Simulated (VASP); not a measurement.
# Ru (P6_3/mmc) in VASP: notebook

Ru is run at these levels: PBE; tasks: single point.

Everything below comes from runs of VASP 6.6.1. Logs are shortened: lines on timing, memory, paths and dates and some standing lists are left out, and cuts for length are marked.

## 1. The cell of the first run

Symmetry: P6_3/mmc, No. 194, hexagonal system. The conventional cell has a = 2.706 Å, b = 2.706 Å, c = 4.496 Å, α = 90.00°, β = 90.00°, γ = 120.00°. Ru (site symmetry -6m2) has 12 Ru at 2.71 to 2.74 Å within 3.6 Å.

## 2. Single point, PBE (strain +0.0500 x Voigt [0, 0, 1, 0, 0, 0])

The input, INCAR:

```
PREC = Accurate
ENCUT = 500
EDIFF = 1E-6
ISMEAR = 0
SIGMA = 0.15
LREAL = F
LASPH = T
NELM = 120
ALGO = Normal
ISIF = 2
LWAVE = F
LCHARG = T
GGA = PE
LELF = T
LVHAR = T
NBANDS = 21
GGA_COMPAT = F
```

The input, KPOINTS:

```
regular mesh
0
Gamma
  24 24 12
```

The input, POSCAR:

```
Ru
1.0
    2.7057993342      0.0000000000      0.0000000000
   -1.3528996671      2.3432909610      0.0000000000
    0.0000000000      0.0000000000      4.4959950000
Ru
2
Direct
    0.3333333333      0.6666666667      0.2500000000
    0.6666666667      0.3333333333      0.7500000000
```

Potentials or basis: VASP PAW PBE potentials, release 64 (Ru_pv).

Started as:

```
cat potpaw_PBE.64/Ru_pv/POTCAR > POTCAR
mpirun -np 1 vasp_std > vasp.out
```

OUTCAR:

```text
PREC = Accurate
   ENCUT = 500
   EDIFF = 1E-6
   ISMEAR = 0
   LREAL = F
   LASPH = T
   NELM = 120
   ISIF = 2
   GGA = PE

 ion  position               nearest neighbor table
   1  0.333  0.667  0.250-   2 2.74   2 2.74   2 2.74   2 2.74   2 2.74   2 2.74
   2  0.667  0.333  0.750-   1 2.74   1 2.74   1 2.74   1 2.74   1 2.74   1 2.74

  LATTYP: Found a hexagonal cell.
 ALAT       =     2.7057993342
 C/A-ratio  =     1.6616143493

  Lattice vectors:

 A1 = (   2.7057993342,   0.0000000000,   0.0000000000)
 A2 = (  -1.3528996671,   2.3432909610,   0.0000000000)
 A3 = (   0.0000000000,   0.0000000000,   4.4959950000)

Analysis of symmetry for initial positions (statically):
=====================================================================
 Subroutine PRICEL returns:
 Original cell was already a primitive cell.

 Routine SETGRP: Setting up the symmetry group for a
 hexagonal supercell.

 Subroutine GETGRP returns: Found 24 space group operations
 (whereof 12 operations were pure point group operations)
 out of a pool of 24 trial point group operations.

The static configuration has the point symmetry D_3d.
 The point group associated with its full space group is D_6h.

Analysis of symmetry for dynamics (positions and initial velocities):
=====================================================================
 Subroutine PRICEL returns:
 Original cell was already a primitive cell.

 Routine SETGRP: Setting up the symmetry group for a
 hexagonal supercell.

 Subroutine GETGRP returns: Found 24 space group operations
 (whereof 12 operations were pure point group operations)
 out of a pool of 24 trial point group operations.

The dynamic configuration has the point symmetry D_3d.
 The point group associated with its full space group is D_6h.

 Subroutine INISYM returns: Found 24 space group operations
 (whereof 12 operations are pure point group operations),
 and found     1 'primitive' translations

----------------------------------------------------------------------------------------

                                     Primitive cell

  volume of cell :      28.5067

  direct lattice vectors                    reciprocal lattice vectors
     2.705799334  0.000000000  0.000000000     0.369576556  0.213375124  0.000000000
    -1.352899667  2.343290961  0.000000000     0.000000000  0.426750249  0.000000000
     0.000000000  0.000000000  4.495995000     0.000000000  0.000000000  0.222420176

  length of vectors
     2.705799334  2.705799334  4.495995000     0.426750249  0.426750249  0.222420176

  position of ions in fractional coordinates (direct lattice)
     0.333333333  0.666666667  0.250000000
     0.666666667  0.333333333  0.750000000

  ion indices of the primitive-cell ions
   primitive index   ion index
                 1           1
                 2           2

----------------------------------------------------------------------------------------

 KPOINTS: regular mesh

Automatic generation of k-mesh.
 Grid dimensions read from file:
 generate k-points for:   24   24   12

 Generating k-lattice:

  Cartesian coordinates                     Fractional coordinates (reciprocal lattice)
     0.015399023  0.008890630  0.000000000     0.041666667 -0.000000000  0.000000000
     0.000000000  0.017781260  0.000000000     0.000000000  0.041666667  0.000000000
     0.000000000  0.000000000  0.018535015     0.000000000  0.000000000  0.083333333

  Length of vectors
     0.017781260  0.017781260  0.018535015

  Shift w.r.t. Gamma in fractional coordinates (k-lattice)
     0.000000000  0.000000000  0.000000000

 Subroutine IBZKPT returns following result:
 ===========================================

 Found    427 irreducible k-points:

 Following reciprocal coordinates:
            Coordinates               Weight
  0.000000  0.000000  0.000000      1.000000
  0.041667 -0.000000  0.000000      6.000000
  0.083333  0.000000  0.000000      6.000000
  0.125000 -0.000000  0.000000      6.000000
  0.166667 -0.000000  0.000000      6.000000
  0.208333  0.000000  0.000000      6.000000
[... 16 lines left out ...]
  0.416667  0.041667  0.000000     12.000000
  0.458333  0.041667  0.000000     12.000000
 [... further k-points ...]
   k-points           NKPTS =    427   k-points in BZ     NKDIM =    427   number of bands    NBANDS=     21
   number of dos      NEDOS =    301   number of ions     NIONS =      2
   total plane-waves  NPLWV =  14400
   dimension x,y,z NGX =    20 NGY =   20 NGZ =   36
   dimension x,y,z NGXF=    40 NGYF=   40 NGZF=   72
   ions per type =               2
   NGX,Y,Z   is equivalent  to a cutoff of  12.29, 12.29, 13.31 a.u.
   NGXF,Y,Z  is equivalent  to a cutoff of  24.58, 24.58, 26.62 a.u.
 SYSTEM =  unknown system
   PREC   = accura    normal or accurate (medium, high low for compatibility)
   ISTART =      0    job   : 0-new  1-cont  2-samecut
   ICHARG =      2    charge: 1-file 2-atom 10-const
   ISPIN  =      1    spin polarized calculation?
   LNONCOLLINEAR =      F non collinear calculations
   LSORBIT =      F    spin-orbit coupling
   LASPH  =      T    aspherical Exc in radial PAW
   ENCUT  =  500.0 eV  36.75 Ry    6.06 a.u.   4.93  4.93  8.20*2*pi/ulx,y,z
   NELM   =    120;   NELMIN=  2; NELMDL= -5     # of ELM steps
   EDIFF  = 0.1E-05   stopping-criterion for ELM
   LREAL  =      F    real-space projection
   EDIFFG = 0.1E-04   stopping-criterion for IOM
   NSW    =      0    number of steps for IOM
   IBRION =     -1    ionic relax: 0-MD 1-quasi-New 2-CG
   NFREE  =      0    steps in history (QN), initial steepest desc. (CG)
   ISIF   =      2    stress and relaxation
   ISYM   =      2    0-nonsym 1-usesym 2-fastsym
   POTIM  = 0.5000    time-step for ionic-motion
   TEBEG  =    0.0;   TEEND  =   0.0 temperature during run
   PSTRESS=    0.0 pullay stress
   NELECT =      28.0000    total number of electrons
   NUPDOWN=      -1.0000    fix difference up-down
   EMIN   =  10.00;   EMAX   =-10.00  energy-range for DOS
   EFERMI =   0.00;   METHOD = LEGACY
   ISMEAR =     0;   SIGMA  =   0.15  broadening in eV -4-tet -1-fermi 0-gaus
   EFERMI_NEDOS =   21; number of points for ismear=-14 and -15
   IALGO  =     38    algorithm
   IMIX   =      4    mixing-type and parameters
     AMIX     =   0.40;   BMIX     =  1.00
     AMIX_MAG =   1.60;   BMIX_MAG =  1.00
  volume/ion in A,a.u.               =      14.25        96.19
  Fermi-wavevector in a.u.,A,eV,Ry     =   1.627340  3.075227 36.031431  2.648235
  Thomas-Fermi vector in A             =   2.720151
   LORBIT       =      0    0 simple, 1 ext, 2 COOP (PROOUT), +10 PAW based schemes
   GGA     = PE    functional components
   LHFCALC =     F    Hartree Fock is set to
   AEXX    =    0.0000 exact exchange contribution
   IVDW    =     0    specifies the selected vdW correction
   LEPSILON=     F    determine dielectric tensor
   LRPA    =     F    only Hartree local field effects (RPA)
 non-spin polarized calculation
 Gauss-broadening in eV      SIGMA  =   0.15
  energy-cutoff  :      500.00
  volume of cell :       28.51
 maximum number of plane-waves:       756
 NGX is ok and might be reduce to    20
   NGX =  9   NGY =  9   NGZ = 17

 number of electron      28.0000005 magnetization

 Free energy of the ion-electron system (eV)
  ---------------------------------------------------
  ext. energy  EPLUGINS =         0.00000000
  ---------------------------------------------------
  free energy    TOTEN  =       -18.37880358 eV

  energy without entropy =      -18.35834568  energy(sigma->0) =      -18.36857463

 E-fermi :  11.9792     XC(G=0): -13.8201

 val. band max:       11.9764093263   @ k =   0.2917   0.2083   0.2500
 cond. band min:      11.9819356811   @ k =   0.2500   0.0417   0.1667
 fundamental gap:      0.0055263549
 Fermi energy:        11.9792178645

 k-point     1 :       0.0000    0.0000    0.0000
  band No.  band energies     occupation
      1     -31.4341      2.00000
      2     -30.6459      2.00000
      3     -30.6459      2.00000
      4     -30.5665      2.00000
      5     -30.5343      2.00000
      6     -30.5343      2.00000
[... 13 lines left out ...]
     20      22.4632      0.00000
     21      22.4651      0.00000

 k-point     2 :       0.0417   -0.0000    0.0000
  band No.  band energies     occupation
      1     -31.4291      2.00000
      2     -30.6586      2.00000
      3     -30.6499      2.00000
      4     -30.5681      2.00000
      5     -30.5473      2.00000
      6     -30.5363      2.00000
[... 13 lines left out ...]
     20      22.4632      0.00000
     21      22.4651      0.00000

 k-point     3 :       0.0833    0.0000    0.0000
  band No.  band energies     occupation
      1     -31.4143      2.00000
      2     -30.6958      2.00000
      3     -30.6612      2.00000
      4     -30.5855      2.00000
      5     -30.5730      2.00000
      6     -30.5426      2.00000
[... 13 lines left out ...]
     20      22.4632      0.00000
     21      22.4650      0.00000

 k-point     4 :       0.1250   -0.0000    0.0000
  band No.  band energies     occupation
      1     -31.3903      2.00000
      2     -30.7549      2.00000
      3     -30.6791      2.00000
      4     -30.6457      2.00000
      5     -30.5814      2.00000
      6     -30.5527      2.00000
[... 13 lines left out ...]
     20      22.4631      0.00000
     21      22.4648      0.00000

 k-point     5 :       0.1667   -0.0000    0.0000
  band No.  band energies     occupation
      1     -31.3580      2.00000
      2     -30.8319      2.00000
      3     -30.7231      2.00000
      4     -30.7019      2.00000
      5     -30.5933      2.00000
      6     -30.5661      2.00000
[... 13 lines left out ...]
     20      22.4631      0.00000
     21      22.4647      0.00000

 k-point     6 :       0.2083    0.0000    0.0000
  band No.  band energies     occupation
      1     -31.3185      2.00000
      2     -30.9215      2.00000
      3     -30.8117      2.00000
      4     -30.7280      2.00000
      5     -30.6089      2.00000
      6     -30.5821      2.00000
[... 13 lines left out ...]
     20      22.4630      0.00000
     21      22.4646      0.00000

 k-point     7 :       0.2500   -0.0000    0.0000
  band No.  band energies     occupation
      1     -31.2735      2.00000
      2     -31.0173      2.00000
      3     -30.9052      2.00000
      4     -30.7556      2.00000
      5     -30.6283      2.00000
      6     -30.5996      2.00000
[... 13 lines left out ...]
     20      22.4630      0.00000
     21      22.4643      0.00000
[... 291 lines left out ...]
      1     -31.1970      2.00000
      2     -31.1573      2.00000
      3     -31.0437      2.00000
      4     -30.7993      2.00000
      5     -30.6654      2.00000
      6     -30.6332      2.00000
[... 13 lines left out ...]
     20      22.4627      0.00000
     21      22.4636      0.00000

 k-point    21 :       0.3333    0.0417    0.0000
  band No.  band energies     occupation
      1     -31.2395      2.00000
      2     -31.1474      2.00000
      3     -31.1196      2.00000
      4     -30.8241      2.00000
      5     -30.6925      2.00000
      6     -30.6494      2.00000
[... 13 lines left out ...]
     20      22.4571      0.00000
     21      22.4631      0.00000

 k-point    22 :       0.3750    0.0417    0.0000
  band No.  band energies     occupation
      1     -31.3063      2.00000
      2     -31.1810      2.00000
      3     -31.1013      2.00000
      4     -30.8439      2.00000
      5     -30.7204      2.00000
      6     -30.6628      2.00000
[... 13 lines left out ...]
     20      22.2172      0.00000
     21      22.4707      0.00000

 k-point    23 :       0.4167    0.0417    0.0000
  band No.  band energies     occupation
      1     -31.3535      2.00000
      2     -31.2240      2.00000
      3     -31.0636      2.00000
      4     -30.8579      2.00000
      5     -30.7453      2.00000
      6     -30.6723      2.00000
[... 13 lines left out ...]
     20      22.4756      0.00000
     21      22.5758      0.00000

 k-point    24 :       0.4583    0.0417    0.0000
  band No.  band energies     occupation
      1     -31.3778      2.00000
      2     -31.2462      2.00000
      3     -31.0413      2.00000
      4     -30.8650      2.00000
      5     -30.7608      2.00000
      6     -30.6772      2.00000
[... 13 lines left out ...]
     20      22.4623      0.00000
     21      22.6191      0.00000

 [... further k-points ...]
[... 5 lines left out ...]
  --------------------------------------------------------------------------------------
  -------------------------------------------------------------------------------------
  Total       -0.4716728     -0.4716728     -4.2305573     -0.0000000     -0.0000000      0.0000000
  in kB      -26.5096351    -26.5096351   -237.7719046     -0.0000000     -0.0000000      0.0000000
  external PRESSURE =     -96.9303916 kB  Pullay stress =       0.0000000 kB

 VOLUME and BASIS-vectors are now :
 -----------------------------------------------------------------------------
  energy-cutoff  :      500.00
  volume of cell :       28.51
      direct lattice vectors                 reciprocal lattice vectors
     2.705799334  0.000000000  0.000000000     0.369576556  0.213375124  0.000000000
    -1.352899667  2.343290961  0.000000000     0.000000000  0.426750249  0.000000000
     0.000000000  0.000000000  4.495995000     0.000000000  0.000000000  0.222420176

 POSITION                                       TOTAL-FORCE (eV/Angst)
 -----------------------------------------------------------------------------------
     -0.00000      1.56219      1.12400         0.000000      0.000000      0.000000
      1.35290      0.78110      3.37200        -0.000000     -0.000000      0.000000
 -----------------------------------------------------------------------------------
    total drift:                               -0.000000      0.000000     -0.000000

  FREE ENERGIE OF THE ION-ELECTRON SYSTEM (eV)
  ---------------------------------------------------
  free  energy   TOTEN  =       -18.3788035764 eV

  energy  without entropy=      -18.3583456787  energy(sigma->0) =      -18.36857463
```

Wall time 76 s (1 thread of Intel Xeon 6975P-C (Granite Rapids), shared host); peak memory 0.29 GiB.

Results:

```yaml
Free_energy: -18.3788 eV
Pressure: -9.7 GPa
Band_gap_on_the_k_mesh: zero (bands 14 and 15 overlap by 2.85 eV)
```

Stress tensor (GPa, compression positive):
```
 -2.65   0.00   0.00
  0.00  -2.65   0.00
  0.00   0.00 -23.78
```

Caveat: the cell differs from its parent crystal (strain +0.0500 x Voigt [0, 0, 1, 0, 0, 0]); the cell stands under tension.

[end of part 1 of 2]
